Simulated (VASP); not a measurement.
# HgTe: single point with PBE

Crystal: HgTe.

```
Hg Te
1.0
     0.00000    3.32601    3.32601
     3.32601    0.00000    3.32601
     3.32601    3.32601    0.00000
Hg Te
1 1
Direct
  0.00000 0.00000 0.00000
  0.25000 0.25000 0.25000
```

- Program: VASP 6.6.1
- Task: single point
- Functional: PBE
- Potentials or basis: VASP PAW PBE potentials, release 64 (Hg, Te)
- Cutoff: 520 eV
- k mesh: 6 × 6 × 6
- Occupations: fermi-dirac, width 0.02 eV
- Spin: no spin polarisation

The pressure is 0.1 GPa. The band gap on the k mesh is zero (filled and empty bands touch).

Levels at points of the mesh, in eV from the Fermi level:
```tsv
k point	band 5	band 6	band 7	band 8	band 9	band 10	band 11	band 12	band 13	band 14
(0.00, 0.00, 0.00)	-6.48	-6.48	-0.94	-0.01	-0.01	-0.01	4.36	4.36	4.36	6.49
(0.50, 0.00, 0.00)	-6.46	-6.22	-4.96	-0.84	-0.84	0.68	5.09	5.09	6.79	7.74
(0.50, 0.50, 0.00)	-6.43	-6.11	-5.00	-1.94	-1.94	1.89	2.69	7.91	8.49	8.49
```

Wall time 7.9 s on 1 thread of Intel(R) Xeon(R) 6975P-C (Granite Rapids), on a shared host, peak memory 0.21 GiB.

Caveat: spin-orbit coupling is left out, which moves the levels of the heavy elements.
